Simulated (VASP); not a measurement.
Write the native input for VASP 6.6.1 that does the following.

```yaml
Task: single point
Functional: PBEsol
Potentials_or_basis: VASP PAW PBE potentials, release 64 (Zn, O)
Cutoff: 520 eV
k_mesh: 5 × 3 × 4
Occupations: gaussian, width 0.15 eV
Spin: no spin polarisation
Dipole_correction: no
Further_INCAR_settings: ALGO = Normal; EDIFF = 1e-06; NBANDS = 87
```

The structure of Zn12O (a cell with a defect) lies in POSCAR:

```
Zn12O
1.0
    5.3200000000      0.0000000000      0.0000000000
   -3.9900000000      6.9108830000      0.0000000000
    0.0000000000      0.0000000000      4.9369600000
Zn O
12 1
Direct
   -0.0024415807      0.0114202483      0.0196106511
    0.1833308349      0.2158436194      0.4581355733
   -0.0250991976      0.3389484383      0.0525215922
    0.1336507820      0.5112652030      0.5988977022
   -0.0178255277      0.6843464142     -0.0610527531
    0.1779563866      0.8803385906      0.4573409548
    0.4874061857      0.0122155157     -0.0180894721
    0.6561598505      0.2036417054      0.4983852411
    0.4824192808      0.3469079132     -0.0654692361
    0.7206285898      0.5340829819      0.4130689736
    0.4806473124      0.6794508025      0.0142770045
    0.7174153371      0.9187209507      0.5741695294
    0.4959194806      0.6676119390      0.4124619199
```

These files were run (other wordings do the same):

INCAR

```
ALGO = Normal
EDIFF = 1E-6
ENCUT = 520
GGA = PS
ISIF = 2
ISMEAR = 0
LASPH = T
LCHARG = F
LREAL = F
LWAVE = F
NBANDS = 87
NELM = 60
PREC = Accurate
SIGMA = 0.15
```

KPOINTS

```
k-points
0
Gamma
  5 3 4
```

Potentials or basis: VASP PAW PBE potentials, release 64 (Zn, O).

Command:

```console
$ cat potpaw_PBE.64/Zn/POTCAR potpaw_PBE.64/O/POTCAR > POTCAR
$ mpirun -np 1 vasp_std > vasp.out
```

Results of the run:

- Pressure: 1.7 GPa
- Largest force: 0.060 eV/Å
- Band gap on the k mesh: zero (bands 75 and 76 overlap by 0.84 eV)

Caveat: the PAW data sets were made with another functional, which shifts forces and pressure a little.

Wall time 13 min on 1 thread of Intel Xeon 8259CL (shared host), peak memory 0.51 GiB.
